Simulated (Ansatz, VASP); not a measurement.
# BN in VASP and in Ansatz

```xyz
4
Lattice="2.5360 0.0000 0.0000 -1.2680 2.1962 0.0000 0.0000 0.0000 4.1990" Properties=species:S:1:pos:R:3 pbc="T T T"
B     1.2680    0.7321    0.0000
B     0.0000    1.4642    2.0995
N     1.2680    0.7321    1.5746
N     0.0000    1.4642    3.6741
```

Alike in both runs: task relaxation of cell and atoms; functional PBEsol; k mesh 12 × 12 × 4; no spin polarisation.

|  | VASP | Ansatz |
| --- | --- | --- |
| version | VASP 6.6.1 | Ansatz 0.2.0 |
| potentials or method | VASP PAW PBE potentials, release 64 (B, N) | plane waves, PAW |
| plane-wave cutoff (eV) | 600 | 420 |
| occupations | gaussian, width 0.01 eV | fixed |
| valence electrons in the cell | 16 | 16 |

|  | VASP | Ansatz | Ansatz less VASP |
| --- | --- | --- | --- |
| relaxed volume (Å³/atom) | 5.88 | 5.88 | -0.004 |
| relaxed cell length with the largest relative difference (Å) | 4.204 | 4.203 | -0.0011 |

VASP's potentials were made for PBE, not for PBEsol.
